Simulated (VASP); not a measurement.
Runs of VASP 6.6.1 on Hf. The structure is that of space group Fd-3m (No. 227), or close to it. The cells are those of the table. 

| cell | k mesh | gap on the mesh (eV) | pressure (GPa) |
| --- | --- | --- | --- |
| a = 4.508 Å, angles 60.0°, 2 atoms | 9 × 9 × 9 | none | 3.8 |
| a = 4.705 Å, angles 60.0°, 2 atoms | 9 × 9 × 9 | none | -0.2 |
| a = 4.705 Å, angles 60.0°, 2 atoms | 14 × 14 × 14 | none | -0.2 |
| a = 4.886 Å, angles 60.0°, 2 atoms | 9 × 9 × 9 | none | (a) |
| a = 4.827 Å, angles 60.0°, 2 atoms | 9 × 9 × 9 | none | -2.3 |

Alike in all rows: task single point; level RPBE; potentials or basis VASP PAW PBE potentials, release 64 (Hf_pv); no spin polarisation; cutoff (eV) 520; smearing fermi-dirac 0.1 eV.

Task: Fill in the values left out.

Result: (a) -3.1.

Caveats: the PAW data sets were made with another functional, which shifts forces and pressure a little; spin-orbit coupling is left out, which moves the levels of the heavy elements.

A k mesh can miss the band edges, and the runs leave out spin-orbit coupling on Hf.

A gap of «none» marks levels without a gap at the run's occupations.
